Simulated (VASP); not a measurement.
**W: electric field gradients with PBEsol**

The system is W.

```
CELL_PARAMETERS angstrom
2.84451 0.00000 0.00000
-1.42226 2.46342 0.00000
0.00000 0.00000 4.60811
ATOMIC_POSITIONS crystal
W 0.33333 0.66667 0.25000
W 0.66667 0.33333 0.75000
```

* Program: VASP 6.6.1
* Task: electric field gradients
* Functional: PBEsol
* Potentials or basis: VASP PAW PBE potentials, release 64 (W_sv)
* Cutoff: 520 eV
* k mesh: 12 × 12 × 7
* Occupations: fermi-dirac, width 0.05 eV
* Spin: no spin polarisation
* Dipole correction: no
* Further INCAR settings: ALGO = Normal; EDIFF = 1e-08; NBANDS = 21

```yaml
Pressure: -3.0 GPa
Band_gap_on_the_k_mesh: zero (band 14 reaches 11.40 eV, above the bottom of band 15 at 10.02 eV)
```

Stress tensor (GPa, compression positive):
```
-7.49  0.00  0.00
 0.00 -7.49  0.00
 0.00  0.00  5.99
```

Levels at points of the mesh, in eV from the Fermi level:
```tsv
k point	band 12	band 13	band 14	band 15	band 16	band 17
(0.00, 0.00, 0.00)	-0.57	-0.57	0.28	0.28	0.76	1.26
(0.50, 0.00, 0.00)	-1.21	-0.88	-0.53	0.28	5.04	5.43
```

Electric field gradients, principal values (V/Å²):
```csv
atom,least,middle,greatest (by size)
1 W,34.143,34.143,-68.286
2 W,34.143,34.143,-68.286
```

Wall time 21 s on 1 thread of Intel(R) Xeon(R) 6975P-C (Granite Rapids), on a shared host, peak memory 0.17 GiB.

Caveat: without QUAD_EFG the Cq values of the log hold for a quadrupole moment of 1 mb, not for the nuclei; the PAW data sets were made with another functional, which shifts forces and pressure a little; spin-orbit coupling is left out, which moves the levels of the heavy elements.
